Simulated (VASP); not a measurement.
# Fe (Fmmm) in VASP: a series of runs

Runs on Fe. Level: PBE. Tasks: single point.

All numbers are computed with VASP 6.6.1; they aren't measurements. Logs are shortened: lines on timing, memory, paths and dates and some standing lists are left out, and cuts for length are marked.

## (1) The cell of the first run

Symmetry: Fmmm, No. 69, orthorhombic system. Conventional cell: a = 2.956 Å, b = 3.831 Å, c = 3.877 Å, α = 90.00°, β = 90.00°, γ = 90.00°. Fe (site symmetry mmm) has 14 Fe at 2.42 to 2.96 Å within 3.2 Å.

## (2) Single point, PBE, collinear spin, ferromagnetic start (volume scaled by 0.96)

INCAR

```
SYSTEM = Fe
  ALGO = Normal
  EDIFF = 1E-6
  ENCUT = 520
  GGA = PE
  ISIF = 2
  ISMEAR = -1
  ISPIN = 2
  LASPH = .TRUE.
  LCHARG = .FALSE.
  LMAXMIX = 4
  LORBIT = 11
  LREAL = .FALSE.
  LWAVE = .FALSE.
  MAGMOM = 3
  NBANDS = 14
  NELM = 150
  PREC = Accurate
  SIGMA = 0.05
```

KPOINTS

```
k-points
0
G
  13 13 13
  0 0 0
```

POSCAR

```
Fe
1.0
    0.0000000000      1.9154967481      1.9385464314
    1.4781880421      0.0000000000      1.9385464314
    1.4781880421      1.9154967481      0.0000000000
Fe
1
Direct
    0.0000000000      0.0000000000      0.0000000000
```

Potentials or basis: VASP PAW PBE potentials, release 64 (Fe).

On the command line:

```bash
> cat potpaw_PBE.64/Fe/POTCAR > POTCAR
> mpirun -np 1 vasp_std > vasp.out
```

OUTCAR:

```text
SYSTEM = Fe
   EDIFF = 1E-6
   ENCUT = 520
   GGA = PE
   ISIF = 2
   ISMEAR = -1
   ISPIN = 2
   LASPH = .TRUE.
   LORBIT = 11
   LREAL = .FALSE.
   NELM = 150
   PREC = Accurate

 ion  position               nearest neighbor table
   1  0.000  0.000  0.000-

  LATTYP: Found a face centered orthorhombic cell.
 ALAT       =     2.9563760842
 B/A-ratio  =     1.2958410524
 C/A-ratio  =     1.3114342534

  Lattice vectors:

 A1 = (   0.0000000000,   1.9154967481,   1.9385464314)
 A2 = (   1.4781880421,   0.0000000000,   1.9385464314)
 A3 = (   1.4781880421,   1.9154967481,   0.0000000000)

Analysis of symmetry for initial positions (statically):
=====================================================================
 Subroutine PRICEL returns:
 Original cell was already a primitive cell.

 Routine SETGRP: Setting up the symmetry group for a
 face centered orthorhombic supercell.

 Subroutine GETGRP returns: Found  8 space group operations
 (whereof  8 operations were pure point group operations)
 out of a pool of  8 trial point group operations.

The static configuration has the point symmetry D_2h.

Analysis of symmetry for dynamics (positions and initial velocities):
=====================================================================
 Subroutine PRICEL returns:
 Original cell was already a primitive cell.

 Routine SETGRP: Setting up the symmetry group for a
 face centered orthorhombic supercell.

 Subroutine GETGRP returns: Found  8 space group operations
 (whereof  8 operations were pure point group operations)
 out of a pool of  8 trial point group operations.

The dynamic configuration has the point symmetry D_2h.

Analysis of structural, dynamic, and magnetic symmetry:
=====================================================================
 Subroutine PRICEL returns:
 Original cell was already a primitive cell.

 Routine SETGRP: Setting up the symmetry group for a
 face centered orthorhombic supercell.

 Subroutine GETGRP returns: Found  8 space group operations
 (whereof  8 operations were pure point group operations)
 out of a pool of  8 trial point group operations.

The overall configuration has the point symmetry D_2h.

 Subroutine INISYM returns: Found  8 space group operations
 (whereof  8 operations are pure point group operations),
 and found     1 'primitive' translations

----------------------------------------------------------------------------------------

                                     Primitive cell

  volume of cell :      10.9779

  direct lattice vectors                    reciprocal lattice vectors
[... 116 lines left out ...]
 spin polarized calculation
  energy-cutoff  :      520.00
  volume of cell :       10.98
 maximum number of plane-waves:       309
   NGX =  9   NGY =  9   NGZ =  9

 number of electron       8.0000004 magnetization       2.1116737

 Free energy of the ion-electron system (eV)
  ---------------------------------------------------
  ext. energy  EPLUGINS =         0.00000000
  ---------------------------------------------------
  free energy    TOTEN  =        -8.21823041 eV

  energy without entropy =       -8.20975622  energy(sigma->0) =       -8.21399332

 E-fermi :   6.2402     XC(G=0): -13.3127

 val. band max:        6.2393451970   @ k =  -0.0769   0.3077   0.2308
 cond. band min:       6.2403365180   @ k =  -0.2308   0.3846   0.3077
 fundamental gap:      0.0009913210
 Fermi energy:         6.2402179744

 spin component 1

 k-point     1 :       0.0000    0.0000    0.0000
  band No.  band energies     occupation
      1      -2.4527      1.00000
      2       3.6799      1.00000
      3       3.7782      1.00000
      4       4.1388      1.00000
      5       4.8598      1.00000
      6       5.2660      1.00000
      7      30.4304      0.00000
      8      31.9631      0.00000
      9      32.2403      0.00000
     10      36.4006      0.00000
     11      37.4398      0.00000
     12      38.0447      0.00000
     13      38.4536      0.00000
     14      38.5510      0.00000
[... 379 lines left out ...]
      3       3.7655      1.00000
      4       4.8862      1.00000
      5       5.6659      0.99999
      6       7.6128      0.00000
      7      16.3317      0.00000
      8      22.2335      0.00000
      9      27.0370      0.00000
     10      32.6637      0.00000
     11      36.1033      0.00000
     12      39.6736      0.00000
     13      46.0171      0.00000
     14      47.7946      0.00000

 [... further k-points ...]

 spin component 2

 k-point     1 :       0.0000    0.0000    0.0000
  band No.  band energies     occupation
      1      -2.2794      1.00000
      2       5.4165      1.00000
      3       5.5687      1.00000
      4       6.0902      0.95262
      5       7.4327      0.00000
      6       8.0653      0.00000
      7      30.1714      0.00000
      8      31.7659      0.00000
      9      32.0799      0.00000
     10      36.7745      0.00000
     11      37.4850      0.00000
     12      39.0668      0.00000
     13      39.0993      0.00000
     14      39.1605      0.00000
[... 379 lines left out ...]
      3       5.0029      1.00000
      4       7.2775      0.00000
      5       8.2448      0.00000
      6       9.3143      0.00000
      7      17.2758      0.00000
      8      22.7592      0.00000
      9      27.5356      0.00000
     10      32.8472      0.00000
     11      36.4785      0.00000
     12      40.1820      0.00000
     13      46.1645      0.00000
     14      48.4157      0.00000

 [... further k-points ...]
[... 5 lines left out ...]
  --------------------------------------------------------------------------------------
  -------------------------------------------------------------------------------------
  Total        0.0109852      0.7670681      0.6386615      0.0000000      0.0000000      0.0000000
  in kB        1.6032563    111.9507968     93.2103250      0.0000000      0.0000000      0.0000000
  external PRESSURE =      68.9214594 kB  Pullay stress =       0.0000000 kB

 VOLUME and BASIS-vectors are now :
 -----------------------------------------------------------------------------
  energy-cutoff  :      520.00
  volume of cell :       10.98
      direct lattice vectors                 reciprocal lattice vectors
     0.000000000  1.915496748  1.938546431    -0.338251958  0.261028895  0.257925212
     1.478188042  0.000000000  1.938546431     0.338251958 -0.261028895  0.257925212
     1.478188042  1.915496748  0.000000000     0.338251958  0.261028895 -0.257925212

 POSITION                                       TOTAL-FORCE (eV/Angst)
 -----------------------------------------------------------------------------------
      0.00000      0.00000      0.00000         0.000000      0.000000     -0.000000
 -----------------------------------------------------------------------------------
    total drift:                                0.000000     -0.000000     -0.000000

  FREE ENERGIE OF THE ION-ELECTRON SYSTEM (eV)
  ---------------------------------------------------
  free  energy   TOTEN  =        -8.2182304085 eV

  energy  without entropy=       -8.2097562238  energy(sigma->0) =       -8.21399332

 total charge

# of ion       s       p       d       tot
------------------------------------------
    1        0.503   0.573   6.267   7.343

 magnetization (x)

# of ion       s       p       d       tot
------------------------------------------
    1       -0.014  -0.055   2.172   2.103
```

It took 42 s on 1 thread of Intel Xeon 6975P-C (Granite Rapids), shared host; peak memory 0.19 GiB.

What came out:

- Free energy: -8.2182 eV
- Pressure: 6.9 GPa
- Net moment: 2.11 μB per cell
- Site moments: Fe +2.10 μB
- Valence electrons inside the program's atomic spheres: Fe 7.34

Levels at points of the mesh, in eV from the Fermi level:
Spin up:
```csv
k point,band 2,band 3,band 4,band 5,band 6,band 7,band 8,band 9
"(0.00, 0.00, 0.00)",-2.56,-2.46,-2.10,-1.38,-0.97,24.19,25.72,26.00
```
Spin down:
| k point | band 1 | band 2 | band 3 | band 4 | band 5 | band 6 | band 7 | band 8 |
| --- | --- | --- | --- | --- | --- | --- | --- | --- |
| (0.00, 0.00, 0.00) | -8.52 | -0.82 | -0.67 | -0.15 | 1.19 | 1.83 | 23.93 | 25.53 |

Caveat: the cell differs from its parent crystal (volume scaled by 0.96).

## (3) Single point, PBE, collinear spin, ferromagnetic start (volume scaled by 0.98)

INCAR

```
SYSTEM = Fe
PREC = Accurate ; ENCUT = 520
EDIFF = 1E-6 ; ISMEAR = -1
SIGMA = 0.05 ; LREAL = .FALSE.
LASPH = .TRUE. ; NELM = 150
ALGO = Normal ; ISIF = 2
LWAVE = .FALSE. ; LCHARG = .TRUE.
ISPIN = 2 ; MAGMOM = 3
LORBIT = 11 ; LMAXMIX = 4
GGA = PE ; LELF = .TRUE.
LVHAR = .TRUE. ; NBANDS = 14
```

KPOINTS

```
Automatic mesh
0
G
  13 13 13
  0 0 0
```

POSCAR

```
Fe
1.0
    0.0000000000      1.9287074879      1.9519161397
    1.4883827645      0.0000000000      1.9519161397
    1.4883827645      1.9287074879      0.0000000000
Fe
1
Direct
    0.0000000000      0.0000000000      0.0000000000
```

Potentials or basis: VASP PAW PBE potentials, release 64 (Fe).

On the command line:

```bash
> cat potpaw_PBE.64/Fe/POTCAR > POTCAR
> mpirun -np 1 vasp_std > vasp.out
```

Wall time 42 s (1 thread of Intel Xeon 6975P-C (Granite Rapids), shared host); peak memory 0.19 GiB.

It converged, with:

```
Free energy                                           : -8.2249 eV
Pressure                                              : 2.7 GPa
Net moment                                            : 2.15 μB per cell
Site moments                                          : Fe +2.14 μB
Valence electrons inside the program's atomic spheres : Fe 7.30
```

Stress tensor (GPa, compression positive):
```
-3.27  0.00  0.00
 0.00  6.44  0.00
 0.00  0.00  4.87
```

Levels at points of the mesh, in eV from the Fermi level:
Spin up:
| k point | band 2 | band 3 | band 4 | band 5 | band 6 | band 7 | band 8 | band 9 |
| --- | --- | --- | --- | --- | --- | --- | --- | --- |
| (0.00, 0.00, 0.00) | -2.50 | -2.41 | -2.07 | -1.36 | -0.97 | 24.02 | 25.52 | 25.79 |
Spin down:
| k point | band 1 | band 2 | band 3 | band 4 | band 5 | band 6 |
| --- | --- | --- | --- | --- | --- | --- |
| (0.00, 0.00, 0.00) | -8.39 | -0.73 | -0.58 | -0.07 | 1.24 | 1.86 |

Caveat: the cell differs from its parent crystal (volume scaled by 0.98).

## (4) Single point, PBE, collinear spin, ferromagnetic start

This run uses another cell than the first one, of 11.44 Å³/atom, 1.042 times its volume.

INCAR

```
PREC = Accurate
ENCUT = 520
EDIFF = 1E-6
ISMEAR = -1
SIGMA = 0.05
LREAL = False
LASPH = True
NELM = 150
ALGO = Normal
ISIF = 2
LWAVE = False
LCHARG = True
ISPIN = 2
MAGMOM = 3
LORBIT = 11
LMAXMIX = 4
GGA = PE
LELF = True
LVHAR = True
NBANDS = 14
```

KPOINTS

```
Automatic mesh
0
Gamma
  13 13 13
```

POSCAR

```
Fe
1.0
    0.0000000000      1.9417396906      1.9651051623
    1.4984397099      0.0000000000      1.9651051623
    1.4984397099      1.9417396906      0.0000000000
Fe
1
Direct
    0.0000000000      0.0000000000      0.0000000000
```

On the command line:

```bash
> cat potpaw_PBE.64/Fe/POTCAR > POTCAR
> mpirun -np 1 vasp_std > vasp.out
```

It took 36 s on 1 thread of Intel Xeon 6975P-C (Granite Rapids), shared host; peak memory 0.2 GiB.

Results (log left out):

| Property | Result |
| --- | --- |
| Free energy | -8.2260 eV |
| Pressure | -1.0 GPa |
| Net moment | 2.20 μB per cell |
| Site moments | Fe +2.19 μB |
| Valence electrons inside the program's atomic spheres | Fe 7.26 |

Stress tensor (GPa, compression positive):
```
-6.13  0.00  0.00
 0.00  2.26  0.00
 0.00  0.00  0.86
```

Levels at points of the mesh, in eV from the Fermi level:
Spin up:
| k point | band 1 | band 2 | band 3 | band 4 | band 5 | band 6 | band 7 | band 8 | band 9 | band 10 |
| --- | --- | --- | --- | --- | --- | --- | --- | --- | --- | --- |
| (0.00, 0.00, 0.00) | -8.42 | -2.45 | -2.37 | -2.04 | -1.35 | -0.96 | 23.85 | 25.33 | 25.58 | 29.50 |
Spin down:
| k point | band 1 | band 2 | band 3 | band 4 | band 5 | band 6 | band 7 | band 8 |
| --- | --- | --- | --- | --- | --- | --- | --- | --- |
| (0.00, 0.00, 0.00) | -8.26 | -0.63 | -0.48 | 0.02 | 1.28 | 1.89 | 23.56 | 25.11 |

## (5) Single point, PBE, collinear spin, ferromagnetic start (volume scaled by 1.02)

INCAR

```
PREC     = Accurate       # precision mode
ENCUT    = 520            # plane-wave cutoff, eV
EDIFF    = 1E-6           # SCF threshold, eV
ISMEAR   = -1             # smearing method
SIGMA    = 0.05           # smearing width, eV
LREAL    = F              # projectors in reciprocal space
LASPH    = T              # aspherical terms in the spheres
NELM     = 150            # most SCF steps
ALGO     = Normal         # electronic algorithm
ISIF     = 2              # what is computed and relaxed
LWAVE    = F              # write WAVECAR
LCHARG   = F              # write CHGCAR
ISPIN    = 2              # spin polarisation
MAGMOM   = 3              # initial moments
LORBIT   = 11             # projections on sites
LMAXMIX  = 4              # l up to which the mixer works
GGA      = PE             # functional
NBANDS   = 14             # bands
```

KPOINTS

```
regular mesh
0
Gamma
  13 13 13
```

POSCAR

```
Fe
1.0
    0.0000000000      1.9545992686      1.9781194830
    1.5083634409      0.0000000000      1.9781194830
    1.5083634409      1.9545992686      0.0000000000
Fe
1
Direct
    0.0000000000      0.0000000000      0.0000000000
```

On the command line:

```bash
> cat potpaw_PBE.64/Fe/POTCAR > POTCAR
> mpirun -np 1 vasp_std > vasp.out
```

Wall time 39 s (1 thread of Intel Xeon 6975P-C (Granite Rapids), shared host); peak memory 0.2 GiB.

Results (log left out):

| Item | Value |
| --- | --- |
| Free energy | -8.2223 eV |
| Pressure | -4.0 GPa |
| Net moment | 2.25 μB per cell |
| Site moments | Fe +2.25 μB |
| Valence electrons inside the program's atomic spheres | Fe 7.22 |

Stress tensor (GPa, compression positive):
```
-8.46  0.00  0.00
 0.00 -1.08  0.00
 0.00  0.00 -2.53
```

Levels at points of the mesh, in eV from the Fermi level:
Spin up:
| k point | band 2 | band 3 | band 4 | band 5 | band 6 | band 7 | band 8 | band 9 |
| --- | --- | --- | --- | --- | --- | --- | --- | --- |
| (0.00, 0.00, 0.00) | -2.41 | -2.33 | -2.02 | -1.34 | -0.96 | 23.68 | 25.13 | 25.38 |
Spin down:
```csv
k point,band 1,band 2,band 3,band 4,band 5,band 6,band 7
"(0.00, 0.00, 0.00)",-8.14,-0.53,-0.38,0.11,1.33,1.93,23.38
```

Caveat: the cell differs from its parent crystal (volume scaled by 1.02).

## (6) Single point, PBE, collinear spin, ferromagnetic start (volume scaled by 1.06)

INCAR

```
SYSTEM = Fe
  PREC = Accurate
  ENCUT = 520
  EDIFF = 1E-7
  ISMEAR = -1
  SIGMA = 0.05
  LREAL = .False.
  LASPH = .True.
  NELM = 150
  ALGO = Fast
  ISIF = 2
  LWAVE = .False.
  LCHARG = .True.
  ISPIN = 2
  MAGMOM = 3
  LORBIT = 11
  LMAXMIX = 4
  GGA = PE
  LELF = .True.
  LVHAR = .True.
  NBANDS = 14
```

KPOINTS

```
regular mesh
0
Gamma
  13 13 13
  0 0 0
```

POSCAR

```
Fe
1.0
    0.0000000000      1.9798226863      2.0036464209
    1.5278283418      0.0000000000      2.0036464209
    1.5278283418      1.9798226863      0.0000000000
Fe
1
Direct
    0.0000000000      0.0000000000      0.0000000000
```

Potentials or basis: VASP PAW PBE potentials, release 64 (Fe).

On the command line:

```bash
> cat potpaw_PBE.64/Fe/POTCAR > POTCAR
> mpirun -np 1 vasp_std > vasp.out
```

Run time: 49 s. Hardware: 1 thread of Intel Xeon 6975P-C (Granite Rapids), shared host; peak memory 0.21 GiB.

Results (log left out):

| Item | Value |
| --- | --- |
| Free energy | -8.2033 eV |
| Pressure | -9.2 GPa |
| Net moment | 2.34 μB per cell |
| Site moments | Fe +2.35 μB |
| Valence electrons inside the program's atomic spheres | Fe 7.14 |

Stress tensor (GPa, compression positive):
```
-12.85   0.00   0.00
  0.00  -6.59   0.00
  0.00   0.00  -8.01
```

Levels at points of the mesh, in eV from the Fermi level:
Spin up:
```csv
k point,band 1,band 2,band 3,band 4,band 5,band 6,band 7,band 8,band 9,band 10
"(0.00, 0.00, 0.00)",-8.06,-2.33,-2.26,-1.97,-1.31,-0.96,23.35,24.75,24.98,28.58
```
Spin down:
| k point | band 1 | band 2 | band 3 | band 4 | band 5 | band 6 |
| --- | --- | --- | --- | --- | --- | --- |
| (0.00, 0.00, 0.00) | -7.90 | -0.34 | -0.20 | 0.26 | 1.41 | 2.00 |

Caveat: the cell differs from its parent crystal (volume scaled by 1.06).

## (7) Overview

```csv
cell,gap on the mesh (eV),pressure (GPa),moment (μB)
"a = 2.725, b = 2.438, c = 2.420 Å, angles 68.3, 56.2, 55.6°, 1 atom",none,6.9,2.11
"a = 2.744, b = 2.455, c = 2.436 Å, angles 68.3, 56.2, 55.6°, 1 atom",none,2.7,2.15
"a = 2.763, b = 2.471, c = 2.453 Å, angles 68.3, 56.2, 55.6°, 1 atom",none,-1.0,2.20
"a = 2.781, b = 2.488, c = 2.469 Å, angles 68.3, 56.2, 55.6°, 1 atom",none,-4.0,2.25
"a = 2.817, b = 2.520, c = 2.501 Å, angles 68.3, 56.2, 55.6°, 1 atom",none,-9.2,2.34
```

Alike in all rows: task single point; level PBE; potentials or basis VASP PAW PBE potentials, release 64 (Fe); spin collinear, ferromagnetic start; k mesh 13 × 13 × 13; cutoff (eV) 520; smearing fermi-dirac 0.05 eV.

Total energies depend on the potentials used, so only differences within one code and one set of settings carry meaning.
